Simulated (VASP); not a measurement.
Wanted: the native input for a VASP 6.6.1 run.

```yaml
Task: relaxation of cell and atoms
Functional: PBE
Potentials_or_basis: VASP PAW PBE potentials, release 64 (Au, Br)
Cutoff: 600 eV
k_mesh: 3 × 3 × 4
Occupations: gaussian, width 0.1 eV
Spin: no spin polarisation
Dipole_correction: no
Further_INCAR_settings: ALGO = Normal; EDIFF = 1e-07; IBRION = 2; EDIFFG = -0.04; NSW = 90; ISIF = 3
```

The structure of Au3Br lies in POSCAR:

```
Au3Br
1.0
    6.2808752552      0.0000000000      0.0000000000
   -3.1404376276      5.4393975290      0.0000000000
    0.0000000000      0.0000000000      5.0413714831
Au Br
6 2
Direct
    0.8330000000      0.6660000000      0.2500000000
    0.1670000000      0.8330000000      0.7500000000
    0.3340000000      0.1670000000      0.2500000000
    0.1670000000      0.3340000000      0.7500000000
    0.8330000000      0.1670000000      0.2500000000
    0.6660000000      0.8330000000      0.7500000000
    0.3333333333      0.6666666667      0.2500000000
    0.6666666667      0.3333333333      0.7500000000
```

These files were run (other wordings do the same):

INCAR

```
SYSTEM = Au3Br
PREC     = Accurate       ! precision mode
ENCUT    = 600            ! plane-wave cutoff, eV
EDIFF    = 1E-7           ! SCF threshold, eV
ISMEAR   = 0              ! smearing method
SIGMA    = 0.1            ! smearing width, eV
LREAL    = .False.        ! projectors in reciprocal space
LASPH    = .True.         ! aspherical terms in the spheres
NELM     = 100            ! most SCF steps
ALGO     = Normal         ! electronic algorithm
ISIF     = 3              ! what is computed and relaxed
LWAVE    = .False.        ! write WAVECAR
LCHARG   = .False.        ! write CHGCAR
GGA      = PE             ! functional
IBRION   = 2              ! ionic algorithm
NSW      = 90             ! ionic steps
EDIFFG   = -0.04          ! ionic threshold
```

KPOINTS

```
regular mesh
0
Gamma
  3 3 4
  0 0 0
```

Potentials or basis: VASP PAW PBE potentials, release 64 (Au, Br).

Run with:

```console
$ cat potpaw_PBE.64/Au/POTCAR potpaw_PBE.64/Br/POTCAR > POTCAR
$ mpirun -np 1 vasp_std > vasp.out
```

Results of the run:

| Item | Value |
| --- | --- |
| Relaxed volume | 22.14 Å³/atom |
| Relaxed cell | a = 6.840 Å, b = 6.840 Å, c = 4.370 Å, α = 90.00°, β = 90.00°, γ = 120.00° |
| Space group after relaxing (to 0.1 Å) | P6_3/mmc (No. 194) |
| Energy gained by relaxing | 105.8 meV/atom |
| Ionic steps | 19 |
| Pressure after relaxing | -0.2 GPa |
| Band gap on the k mesh | zero (bands 40 and 41 overlap by 0.93 eV) |

Caveat: the k points lie up to 0.36 Å⁻¹ apart in the final cell, too coarse for converged energies and pressures of a metal; spin-orbit coupling is left out, which moves the levels of the heavy elements.

It took 26 min on 1 thread of Intel(R) Xeon(R) Platinum 8259CL CPU @ 2.50GHz (Skylake/Cascade Lake) (shared host), peak memory 0.36 GiB.
